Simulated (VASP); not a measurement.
**Cu3AgIr2Pd4Pt2: single point with PBE**

Crystal: Cu3AgIr2Pd4Pt2.

```
Cu Pd Ag Ir Pt
1.0
    -3.89774   -3.88543    0.03175
    -0.01640    3.87008    3.87848
    -3.84993    3.86938   -3.86138
Cu Pd Ag Ir Pt
3 4 1 2 2
Direct
  0.00663 0.01057 0.00278
  0.49107 0.49413 0.00208
  0.33304 0.66908 0.66581
  0.65845 0.32471 0.32868
  0.00693 0.49615 0.00387
  0.66081 0.82669 0.32317
  0.16647 0.82958 0.33072
  0.83299 0.67477 0.67610
  0.33586 0.17824 0.66385
  0.16084 0.32380 0.34625
  0.49322 0.99795 0.98710
  0.83370 0.17150 0.66691
```

* Program: VASP 6.6.1
* Task: single point
* Functional: PBE
* Potentials or basis: VASP PAW PBE potentials, release 64 (Cu, Pd, Ag, Ir, Pt)
* Cutoff: 600 eV
* k mesh: 3 × 3 × 2, shifted
* Occupations: gaussian, width 0.1 eV
* Spin: no spin polarisation
* Dipole correction: no
* Further INCAR settings: ALGO = Normal; EDIFF = 1e-06; NBANDS = 73; ISYM = 0

```yaml
Pressure: 0.0 GPa
Largest_force: 0.048 eV/Å
Band_gap_on_the_k_mesh: zero (bands 61 and 62 overlap by 0.50 eV)
```

Forces on the atoms (eV/Å):
```
Cu  -0.029 -0.001  0.020
Cu   0.013 -0.013 -0.030
Cu  -0.001  0.003  0.009
Pd   0.007  0.006 -0.017
Pd   0.023  0.005  0.009
Pd   0.011  0.004 -0.008
Pd  -0.008 -0.015  0.003
Ag  -0.023  0.003  0.009
Ir  -0.032 -0.022  0.001
Ir   0.024  0.002 -0.019
Pt   0.013 -0.021  0.027
Pt   0.002  0.048 -0.004
```

Stress tensor (GPa, compression positive):
```
 0.01 -0.02  0.07
-0.02 -0.04  0.09
 0.07  0.09  0.02
```

Levels at points of the mesh, in eV from the Fermi level:
| k point | band 57 | band 58 | band 59 | band 60 | band 61 | band 62 | band 63 | band 64 | band 65 | band 66 |
| --- | --- | --- | --- | --- | --- | --- | --- | --- | --- | --- |
| (0.00, 0.00, 0.25) | -0.10 | -0.06 | -0.01 | 0.21 | 0.41 | 0.62 | 0.70 | 1.26 | 1.38 | 1.48 |

It took 11 min on 1 thread of AMD EPYC 7R13, on a shared host, peak memory 0.4 GiB.

Caveat: the k points lie up to 0.47 Å⁻¹ apart; spin-orbit coupling is left out, which moves the levels of the heavy elements.
